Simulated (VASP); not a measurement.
Write the native input for VASP 6.6.1 that does the following.

| Quantity | Value |
| --- | --- |
| Task | single point |
| Functional | r2SCAN |
| Potentials or basis | VASP PAW PBE potentials, release 64 (Ta_sv_GW, C) |
| Cutoff | 770 eV |
| k mesh | 11 × 11 × 11 |
| Occupations | fermi-dirac, width 0.15 eV |
| Spin | no spin polarisation |
| Dipole correction | no |
| Further INCAR settings | ALGO = Normal; EDIFF = 1e-06; NBANDS = 16 |

Crystal: TaC.

```
Ta C
1.0
     0.00000    2.22300    2.22300
     2.22300    0.00000    2.22300
     2.22300    2.22300    0.00000
Ta C
1 1
Cartesian
  0.0000 0.0000 0.0000
  2.2230 2.2230 2.2230
```

One way to write it, as run:

POSCAR

```
TaC
1.0
    0.0000000000      2.2230000000      2.2230000000
    2.2230000000      0.0000000000      2.2230000000
    2.2230000000      2.2230000000      0.0000000000
Ta C
1 1
Direct
    0.0000000000      0.0000000000      0.0000000000
    0.5000000000      0.5000000000      0.5000000000
```

INCAR.step1

```
PREC = Accurate ; ENCUT = 770
ISMEAR = -1 ; SIGMA = 0.15
LREAL = F ; LASPH = T
NELM = 120 ; NBANDS = 16
GGA = PE ; ALGO = Normal
EDIFF = 1E-5 ; LWAVE = T
LCHARG = F ; GGA_COMPAT = F
```

INCAR.step2

```
PREC = Accurate ; ENCUT = 770
EDIFF = 1E-6 ; ISMEAR = -1
SIGMA = 0.15 ; LREAL = F
LASPH = T ; NELM = 120
ALGO = Normal ; ISIF = 2
LWAVE = F ; LCHARG = F
METAGGA = R2SCAN ; LMIXTAU = T
NBANDS = 16 ; ISTART = 1
GGA_COMPAT = F
```

KPOINTS

```
regular mesh
0
Gamma
  11 11 11
```

Potentials or basis: VASP PAW PBE potentials, release 64 (Ta_sv_GW, C).

Run with:

```bash
$ cat potpaw_PBE.64/Ta_sv_GW/POTCAR potpaw_PBE.64/C/POTCAR > POTCAR
$ cp INCAR.step1 INCAR
$ mpirun -np 1 vasp_std > vasp.out
$ cp INCAR.step2 INCAR
$ mpirun -np 1 vasp_std > vasp.out
```

It gave:

```yaml
Pressure: 3.8 GPa
Band_gap_on_the_k_mesh: zero (an odd number of electrons rules out a gap without spin polarisation)
```

Caveat: the cell stands under pressure; the PAW data sets were made with another functional, which shifts forces and pressure a little; spin-orbit coupling is left out, which moves the levels of the heavy elements; an odd number of electrons without spin polarisation forces a metal; a magnetic or distorted state may lie lower.

It took 110 s on 1 thread of AMD EPYC 7R13 Processor (Zen 3), on a shared host, peak memory 0.17 GiB.
